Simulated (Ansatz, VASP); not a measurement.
## One calculation of BaS, two programs

Contents of INCAR:

```
  PREC = Accurate
  ENCUT = 520
  EDIFF = 1E-7
  ISMEAR = -1
  SIGMA = 0.02
  LREAL = F
  LASPH = T
  NELM = 100
  ALGO = Normal
  ISIF = 2
  LWAVE = F
  LCHARG = F
  GGA = PE
  NBANDS = 15
```

KPOINTS

```
Automatic mesh
0
Gamma
  8 8 8
```

The input POSCAR:

```
BaS
1.0
    0.0958125000      3.2416562500      3.2416562500
    3.2416562500      0.0958125000      3.2416562500
    3.2416562500      3.2416562500      0.0958125000
Ba S
1 1
Direct
    0.0000000000      0.0000000000      0.0000000000
    0.5000000000      0.5000000000      0.5000000000
```

Input for Ansatz:

```yaml
crystal:
  lattice:
    - [0.0958125, 3.24165625, 3.24165625]
    - [3.24165625, 0.0958125, 3.24165625]
    - [3.24165625, 3.24165625, 0.0958125]
  atoms:
    - { symbol: Ba, position: [0.0, 0.0, 0.0] }
    - { symbol: S, position: [0.5, 0.5, 0.5] }
kpoints:
  mp_grid: { grid: [8, 8, 8] }
  band_path:
    path:
      - [0.0, 0.0, 0.0]
      - [0.5, 0.5, 0.5]
      - [0.2428775097, 0.5, 0.7571224903]
      - [-0.2428775097, 0.2428775097, 0.5]
      - [0.0, 0.0, 0.5]
      - [0.0, 0.0, 0.0]
      - [-0.3714387548, 0.0, 0.3714387548]
      - [0.0, 0.3714387548, 0.6285612452]
      - [0.0, 0.5, 0.5]
    npoints: 5
scf:
  occupations: { method: fermi_dirac, width: 0.02 }
hamiltonian:
  xc: pbe
  pseudopotentials: { kind: all_electron, lapw: { basis_error: 0.00025 } }
output:
  forces: true
  stress: true
  eigenvalues: true
```

Change from the starting cell: equal xy, yz and zx shear strains of +3 %.

Alike in both runs: task single point; functional PBE; k mesh 8 × 8 × 8; occupations fermi-dirac, width 0.02 eV; no spin polarisation.

```csv
,VASP,Ansatz
version,VASP 6.6.1,Ansatz 0.2.0
potentials or method,"VASP PAW PBE potentials, release 64 (Ba_sv, S), cutoff 520 eV","all-electron LAPW, scalar-relativistic"
```

Ansatz gave:

| Quantity | Value |
| --- | --- |
| gap on the k mesh at the Fermi level (eV) | 2.16 |
| pressure (GPa) | 0.8 |
| traceless stress, the component that is largest in VASP (GPa) | -0.60 |

**Question.** Which values does VASP return?

**Answer.** gap on the k mesh at the Fermi level (eV): 2.06; pressure (GPa): 1.4; traceless stress, the component that is largest in VASP (GPa): -0.60.

Ansatz ran all-electron here, and VASP with PAW potentials.

Neither program's run includes spin-orbit coupling.
